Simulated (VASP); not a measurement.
Crystal: Si2W.

```xyz
3
Lattice="-1.6069 1.6069 3.9150 1.6069 -1.6069 3.9150 1.6069 1.6069 -3.9150" Properties=species:S:1:pos:R:3 pbc="T T T"
W     0.0000    0.0000    0.0000
Si    0.0000    0.0000    5.2092
Si    0.0000    0.0000    2.6207
```

| Item | Value |
| --- | --- |
| Program | VASP 6.6.1 |
| Task | relaxation of cell and atoms |
| Functional | PBEsol |
| Dispersion | D3(BJ) |
| Potentials or basis | VASP PAW PBE potentials, release 64 (W_sv, Si) |
| Cutoff | 600 eV |
| k mesh | 12 × 12 × 12 |
| Occupations | fermi-dirac, width 0.05 eV |
| Spin | no spin polarisation |

At the start: pressure -8.2 GPa; volume 13.48 Å³/atom.

Question: Where does the relaxation end?

Answer: Over 15 steps the energy falls by 12.6 meV/atom and the volume is 13.01 Å³/atom (-3.5 %); space group I4/mmm (No. 139, to 0.05 Å).

Step by step:
```csv
step,energy change (eV),largest force (eV/Å),pressure (GPa),volume (Å³)
1,0.0000,0.0231,-8.18,40.44
2,0.1039,0.2982,19.15,36.54
3,-0.0368,0.1099,-0.13,39.07
4,-0.0368,0.1120,0.01,39.04
5,-0.0368,0.1139,0.19,39.02
6,-0.0376,0.0065,0.17,38.99
7,-0.0376,0.0304,0.17,38.99
8,-0.0377,0.0076,-0.26,39.06
9,-0.0377,0.0086,-0.08,39.03
10,-0.0377,0.0078,-0.08,39.03
11,-0.0377,0.0000,-0.16,39.04
12,-0.0377,0.0067,-0.12,39.03
13,-0.0377,0.0072,-0.11,39.03
14,-0.0377,0.0034,0.07,39.01
15,-0.0377,0.0012,0.01,39.02
```

Final structure:
```
W Si
1.0
    -1.58584    1.58584    3.87860
     1.58584   -1.58584    3.87860
     1.58584    1.58584   -3.87860
W Si
1 2
Direct
  0.00000 0.00000 0.00000
  0.66599 0.66599 0.00000
  0.33401 0.33401 0.00000
```

Caveat: the PAW data sets were made with another functional, which shifts forces and pressure a little; pairwise dispersion overbinds metals, which lowers pressure and volume.
